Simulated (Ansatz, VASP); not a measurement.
## Two plane-wave programs on KBr

The input POSCAR:

```
KBr
1.0
    5.5618242407      0.0000000000      0.0000000000
   -2.7809121203      4.8166810838      0.0000000000
    0.0000000000      0.0000000000      6.4876252697
K Br
2 2
Direct
    0.3333333333      0.6666666667     -0.0625000000
    0.6666666667      0.3333333333      0.4375000000
    0.3333333333      0.6666666667      0.4375000000
    0.6666666667      0.3333333333      0.9375000000
```

The input INCAR.step1:

```
SYSTEM = KBr
PREC     = Accurate       ! precision mode
ENCUT    = 520            ! plane-wave cutoff, eV
ISMEAR   = 0              ! smearing method
SIGMA    = 0.01           ! smearing width, eV
LREAL    = .FALSE.        ! projectors in reciprocal space
LASPH    = .TRUE.         ! aspherical terms in the spheres
NELM     = 80             ! most SCF steps
NBANDS   = 24             ! bands
GGA      = PE             ! functional
ALGO     = Normal         ! electronic algorithm
EDIFF    = 1E-4           ! SCF threshold, eV
LWAVE    = .TRUE.         ! write WAVECAR
LCHARG   = .FALSE.        ! write CHGCAR
```

The input INCAR.step2:

```
SYSTEM = KBr
PREC     = Accurate       ! precision mode
ENCUT    = 520            ! plane-wave cutoff, eV
EDIFF    = 1E-7           ! SCF threshold, eV
ISMEAR   = 0              ! smearing method
SIGMA    = 0.01           ! smearing width, eV
LREAL    = .FALSE.        ! projectors in reciprocal space
LASPH    = .TRUE.         ! aspherical terms in the spheres
NELM     = 80             ! most SCF steps
ALGO     = Normal         ! electronic algorithm
ISIF     = 2              ! what is computed and relaxed
LWAVE    = .FALSE.        ! write WAVECAR
LCHARG   = .FALSE.        ! write CHGCAR
METAGGA  = R2SCAN         ! meta-GGA
LMIXTAU  = .TRUE.       
NBANDS   = 24             ! bands
ISTART   = 1
```

The input KPOINTS:

```
Automatic mesh
0
G
  6 6 4
  0 0 0
```

Input for Ansatz:

```yaml
crystal:
  lattice:
    - [5.5618242407, 0.0, 0.0]
    - [-2.7809121203, 4.8166810838, 0.0]
    - [0.0, 0.0, 6.4876252697]
  atoms:
    - { symbol: K, position: [0.3333333333, 0.6666666667, -0.0625] }
    - { symbol: K, position: [0.6666666667, 0.3333333333, 0.4375] }
    - { symbol: Br, position: [0.3333333333, 0.6666666667, 0.4375] }
    - { symbol: Br, position: [0.6666666667, 0.3333333333, 0.9375] }
kpoints:
  mp_grid: { grid: [6, 6, 4] }
hamiltonian:
  xc: r2scan
scf:
  occupations: { method: fixed }
  n_extra_bands: 5
output:
  forces: true
  stress: true
  eigenvalues: true
```

Alike in both runs: task single point; functional r2SCAN; k mesh 6 × 6 × 4; no spin polarisation.

|  | VASP | Ansatz |
| --- | --- | --- |
| version | VASP 6.6.1 | Ansatz 0.2.0 |
| potentials or method | VASP PAW PBE potentials, release 64 (K_sv, Br) | plane waves, PAW |
| plane-wave cutoff (eV) | 520 | 500 |
| occupations | gaussian, width 0.01 eV | fixed |
| valence electrons in the cell | 32 | 32 |

```csv
,VASP,Ansatz,Ansatz less VASP
gap on the k mesh at the Fermi level (eV),4.80,4.80,-0.001
pressure (GPa),0.4,0.4,0.00
"traceless stress, the component that is largest in VASP (GPa)",0.06,0.06,-0.001
```

VASP's potentials were made for PBE, not for r2SCAN.
